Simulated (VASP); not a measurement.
# B (I4/mmm) in VASP: a series of runs, part 2 of 2

VASP 6.6.1. The steps go on from the part before.

## (3) Relaxation of cell and atoms, PBE

Input file INCAR:

```
SYSTEM = B
PREC     = Accurate       ! precision mode
ENCUT    = 910            ! plane-wave cutoff, eV
EDIFF    = 1E-7           ! SCF threshold, eV
ISMEAR   = 0              ! smearing method
SIGMA    = 0.1            ! smearing width, eV
LREAL    = .FALSE.        ! projectors in reciprocal space
LASPH    = .TRUE.         ! aspherical terms in the spheres
NELM     = 120            ! most SCF steps
ALGO     = Normal         ! electronic algorithm
ISIF     = 3              ! what is computed and relaxed
LWAVE    = .FALSE.        ! write WAVECAR
LCHARG   = .FALSE.        ! write CHGCAR
GGA      = PE             ! functional
IBRION   = 2              ! ionic algorithm
NSW      = 90             ! ionic steps
EDIFFG   = -0.04          ! ionic threshold
GGA_COMPAT= .FALSE.      
NELMIN   = 4
```

Input file KPOINTS:

```
Automatic mesh
0
G
  6 6 6
  0 0 0
```

Input file POSCAR:

```
B
1.0
   -1.8781349868      1.8781349868      2.5728805604
    1.8781349868     -1.8781349868      2.5728805604
    1.8781349868      1.8781349868     -2.5728805604
B
4
Direct
    0.6666700000      0.6666700000      0.3333400000
    0.3333300000      0.6666700000      0.0000000000
    0.3333300000      0.3333300000      0.6666600000
    0.6666700000      0.3333300000      0.0000000000
```

Potentials or basis: VASP PAW PBE potentials, release 64 (B_h).

The run is started by

```
> cat potpaw_PBE.64/B_h/POTCAR > POTCAR
> mpirun -np 1 vasp_std > vasp.out
```

OUTCAR:

```text
SYSTEM = B
   PREC = Accurate
   ENCUT = 910
   EDIFF = 1E-7
   ISMEAR = 0
   LREAL = .FALSE.
   LASPH = .TRUE.
   NELM = 120
   ISIF = 3
   GGA = PE
   IBRION = 2
   NSW = 90
   EDIFFG = -0.04
   NELMIN = 4

 ion  position               nearest neighbor table
   1  0.667  0.667  0.333-   2 1.25   4 1.25
   2  0.333  0.667  0.000-   1 1.25   3 1.25
   3  0.333  0.333  0.667-   2 1.25   4 1.25
   4  0.667  0.333  0.000-   1 1.25   3 1.25

  LATTYP: Found a body centered tetragonal cell.
 ALAT       =     3.7562699736
 C/A-ratio  =     1.3699124815

  Lattice vectors:

 A1 = (  -1.8781349868,   1.8781349868,   2.5728805604)
 A2 = (   1.8781349868,  -1.8781349868,   2.5728805604)
 A3 = (   1.8781349868,   1.8781349868,  -2.5728805604)

Analysis of symmetry for initial positions (statically):
=====================================================================
 Subroutine PRICEL returns:
 Original cell was already a primitive cell.

 Routine SETGRP: Setting up the symmetry group for a
 body centered tetragonal supercell.

 Subroutine GETGRP returns: Found 16 space group operations
 (whereof 16 operations were pure point group operations)
 out of a pool of 16 trial point group operations.

The static configuration has the point symmetry D_4h.

Analysis of symmetry for dynamics (positions and initial velocities):
=====================================================================
 Subroutine PRICEL returns:
 Original cell was already a primitive cell.

 Routine SETGRP: Setting up the symmetry group for a
 body centered tetragonal supercell.

 Subroutine GETGRP returns: Found 16 space group operations
 (whereof 16 operations were pure point group operations)
 out of a pool of 16 trial point group operations.

The dynamic configuration has the point symmetry D_4h.
[... 118 lines left out ...]
   ISMEAR =     0;   SIGMA  =   0.10  broadening in eV -4-tet -1-fermi 0-gaus
   EFERMI_NEDOS =   21; number of points for ismear=-14 and -15
   IALGO  =     38    algorithm
   IMIX   =      4    mixing-type and parameters
     AMIX     =   0.40;   BMIX     =  1.00
     AMIX_MAG =   1.60;   BMIX_MAG =  1.00
  volume/ion in A,a.u.               =       9.08        61.24
  Fermi-wavevector in a.u.,A,eV,Ry     =   1.131942  2.139060 17.433045  1.281293
  Thomas-Fermi vector in A             =   2.268642
   LORBIT       =      0    0 simple, 1 ext, 2 COOP (PROOUT), +10 PAW based schemes
   GGA     = PE    functional components
   LHFCALC =     F    Hartree Fock is set to
   AEXX    =    0.0000 exact exchange contribution
   IVDW    =     0    specifies the selected vdW correction
   LEPSILON=     F    determine dielectric tensor
   LRPA    =     F    only Hartree local field effects (RPA)
 conjugate gradient relaxation of ions
 non-spin polarized calculation
 Gauss-broadening in eV      SIGMA  =   0.10
  energy-cutoff  :      910.00
  volume of cell :       36.30
 maximum number of plane-waves:      2304
   NGX = 19   NGY = 19   NGZ = 19

--------------------------------------- Ionic step        1  -------------------------------------------

 number of electron      12.0000001 magnetization

 Free energy of the ion-electron system (eV)
  ---------------------------------------------------
  ext. energy  EPLUGINS =         0.00000000
  ---------------------------------------------------
  free energy    TOTEN  =        -9.13217468 eV

  energy without entropy =       -9.13040080  energy(sigma->0) =       -9.13128774

------------------------ aborting loop because EDIFF is reached ----------------------------------------

  FORCE on cell =-STRESS in cart. coord.  units (eV):
  Direction    XX          YY          ZZ          XY          YZ          ZX
  --------------------------------------------------------------------------------------
  -------------------------------------------------------------------------------------
  Total       42.8514985     42.8514985     -0.8522393      0.0000000      0.0000000      0.0000000
  in kB     1891.2257535   1891.2257535    -37.6130817      0.0000000      0.0000000      0.0000000
  external PRESSURE =    1248.2794751 kB  Pullay stress =       0.0000000 kB
[... 1370 lines left out ...]
 k-point    24 :      -0.1667   -0.3333    0.1667
  band No.  band energies     occupation
      1      -0.0938      2.00000
      2       2.9501      2.00000
      3       3.3232      2.00000
      4       5.9908      2.00000
      5       6.0054      2.00000
      6       9.4734      2.00000
      7      11.3377      1.93645
      8      11.7295      0.00023
      9      21.1057      0.00000
     10      22.4262      0.00000

 [... further k-points ...]

[... ionic steps 4 to 22 ...]

--------------------------------------- Ionic step       23  -------------------------------------------

 number of electron      12.0000000 magnetization

------------------------ aborting loop because EDIFF is reached ----------------------------------------
[... 71 lines left out ...]
--------------------------------------- Ionic step       25  -------------------------------------------

 number of electron      12.0000000 magnetization

 Free energy of the ion-electron system (eV)
  ---------------------------------------------------
  ext. energy  EPLUGINS =         0.00000000
  ---------------------------------------------------
  free energy    TOTEN  =       -23.31596335 eV

  energy without entropy =      -23.31170798  energy(sigma->0) =      -23.31383566

 E-fermi :   5.5396     XC(G=0): -11.2932

 val. band max:        5.5027781704   @ k =  -0.1667   0.1667   0.1667
 cond. band min:       5.5780177752   @ k =   0.5000   0.0000  -0.0000
 fundamental gap:      0.0752396048
 Fermi energy:         5.5395537219
[... 343 lines left out ...]
  FREE ENERGIE OF THE ION-ELECTRON SYSTEM (eV)
  ---------------------------------------------------
  free  energy   TOTEN  =       -23.3159633452 eV

  energy  without entropy=      -23.3117079767  energy(sigma->0) =      -23.31383566

 reached required accuracy - stopping structural energy minimisation
```

OSZICAR:

```text
N       E                     dE             d eps       ncg     rms          rms(c)
DAV:   1     0.493063031270E+02    0.49306E+02   -0.79459E+03   600   0.163E+03
DAV:   2    -0.145162953595E+02   -0.63823E+02   -0.61358E+02   876   0.207E+02
DAV:   3    -0.193022236583E+02   -0.47859E+01   -0.47444E+01   678   0.649E+01
[... 261 lines left out ...]
DAV:   2    -0.233160348403E+02    0.21139E-03   -0.65087E-04   712   0.233E-01    0.457E-02
DAV:   3    -0.233159619037E+02    0.72937E-04   -0.23795E-04   676   0.102E-01    0.466E-03
DAV:   4    -0.233159632008E+02   -0.12971E-05   -0.19023E-05   652   0.425E-02    0.181E-03
DAV:   5    -0.233159633160E+02   -0.11525E-06   -0.53000E-07   668   0.679E-03    0.515E-04
DAV:   6    -0.233159633452E+02   -0.29182E-07   -0.19318E-08   354   0.139E-03
  25 F= -.23315963E+02 E0= -.23313836E+02  d E =-.482897E-03
```

Wall time 12 min (1 thread of AMD EPYC 7R43 (Zen 3), shared host); peak memory 0.15 GiB.

What came out:

```yaml
Free_energy: -23.3160 eV
Relaxed_volume: 8.28 Å³/atom
Relaxed_cell: a = 3.623 Å, b = 3.623 Å, c = 3.623 Å, α = 100.41°, β = 100.41°, γ = 129.70°
Space_group_after_relaxing_to_0.05_Å: I4/mmm (No. 139)
Energy_gained_by_relaxing: 3545.9 meV/atom
Ionic_steps: 25
Pressure_after_relaxing: -0.1 GPa
Largest_force_after_relaxing: 0.008 eV/Å
Band_gap_on_the_k_mesh: zero (band 6 reaches 7.51 eV, above the bottom of band 7 at 3.89 eV)
```

Forces on the atoms (eV/Å):
```
B   -0.005 -0.005  0.000
B   -0.005  0.005  0.000
B    0.005  0.005  0.000
B    0.005 -0.005  0.000
```

Stress tensor (GPa, compression positive):
```
-0.29  0.00  0.00
 0.00 -0.29  0.00
 0.00  0.00  0.22
```

Step by step:
```csv
step,energy change (eV),largest force (eV/Å),pressure (GPa),volume (Å³)
1,0.0000,21.4670,124.83,36.30
2,-7.7367,0.4315,-7.74,82.66
3,-7.7582,0.7317,-9.34,81.47
4,-7.7659,0.9697,-10.69,80.39
5,-7.6634,1.9115,-16.76,74.32
6,-7.5773,6.3742,18.82,57.30
7,-8.5289,0.8984,-4.90,64.76
8,-8.5299,0.9846,-4.51,64.58
9,-9.0310,1.1622,-6.89,59.26
10,-11.4854,1.8795,-13.25,44.54
11,0.7002,25.0712,304.06,20.29
12,-12.0234,2.5283,-11.26,41.74
13,-13.5195,0.9782,25.74,30.35
14,-13.6480,2.3151,3.02,33.78
15,-13.7044,1.8823,11.05,32.25
16,-13.7225,0.4705,18.13,31.36
17,-13.8213,0.6260,13.12,31.78
18,-13.9665,0.5899,4.03,33.08
19,-14.0317,0.6003,-5.70,34.73
20,-14.0994,0.5237,-5.06,34.44
21,-14.1664,0.1347,-3.66,33.56
22,-14.1743,0.0552,-3.91,33.79
23,-14.1822,0.0359,0.92,33.02
24,-14.1833,0.0101,-0.38,33.22
25,-14.1838,0.0077,-0.12,33.13
```

Final structure:
```xyz
4
Lattice="-2.3192 2.3192 1.5399 2.3192 -2.3192 1.5399 2.3192 2.3192 -1.5399" Properties=species:S:1:pos:R:3 pbc="T T T"
B     1.4038    1.4038    1.5399
B     1.4038   -1.4038    1.5399
B     0.9154    0.9154    0.0000
B    -1.4038    1.4038    1.5399
```

Caveat: the k points lie up to 0.41 Å⁻¹ apart in the final cell.
